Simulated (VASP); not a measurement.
A run of VASP 6.6.1:

Contents of INCAR:

```
SYSTEM = Cu
  ALGO = Fast
  EDIFF = 1E-7
  ENCUT = 520
  ISIF = 2
  ISMEAR = 0
  LASPH = .True.
  LCHARG = .True.
  LELF = .True.
  LREAL = .False.
  LVHAR = .True.
  LWAVE = .False.
  NBANDS = 12
  NELM = 60
  PREC = Accurate
  SIGMA = 0.15
```

Contents of KPOINTS:

```
k-points
0
Gamma
  24 24 24
  0 0 0
```

Contents of POSCAR:

```
Cu
1.0
   -1.3980532654      1.3980532654      1.4817966560
    1.3980532654     -1.3980532654      1.4817966560
    1.3980532654      1.3980532654     -1.4817966560
Cu
1
Direct
    0.0000000000      0.0000000000      0.0000000000
```

Potentials or basis: VASP PAW LDA potentials, release 64 (Cu).

Command:

```console
$ cat potpaw_LDA.64/Cu/POTCAR > POTCAR
$ mpirun -np 1 vasp_std > vasp.out
```

Hardware: 1 thread of AMD EPYC 9R45 96-Core Processor (Zen 5), with other jobs on the host.

Question: Estimate the wall time of this run.

Answer: It took 63 s on 1 thread of AMD EPYC 9R45 96-Core Processor (Zen 5) (shared host), peak memory 0.21 GiB. Counts: scf iterations 14, k points 1063.
